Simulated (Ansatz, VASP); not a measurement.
# Cu4W: VASP beside Ansatz

```
Cu W
1.0
     4.38986    0.00000    0.00000
     0.00000    4.38986    0.00000
     0.00000    0.00000    4.38986
Cu W
4 1
Direct
  0.30802 0.30802 0.30802
  0.69198 0.69198 0.30802
  0.30802 0.69198 0.69198
  0.69198 0.30802 0.69198
  0.00000 0.00000 0.00000
```

Change from the starting cell: species swapped into the SnI4 type (P-43m, No. 215).

Alike in both runs: functional PBE; k mesh 8 × 8 × 8; occupations gaussian, width 0.1 eV; no spin polarisation.

Ansatz relaxed the structure, and its values are those at the end. VASP's run is a single point on that final structure, the one shown.

```csv
,VASP,Ansatz
version,VASP 6.6.1,Ansatz 0.2.0
potentials or method,"VASP PAW PBE potentials, release 64 (Cu, W_sv), cutoff 520 eV","scalar-relativistic, plane waves, PAW"
valence electrons in the cell,58,90
```

```tsv
	VASP	Ansatz	Ansatz less VASP
gap on the k mesh at the Fermi level (eV)	none	none	-
pressure (GPa)	0.7	0.0	-0.68
rms of the force components (eV/Å)	0.021	0.002	-0.0182
```

A gap of «none» marks a metal or a gap that the smearing closes. VASP's potentials hold 58 valence electrons a cell and Ansatz's 90, so a difference there can come from the potentials and not from the codes.

Neither program's run includes spin-orbit coupling.
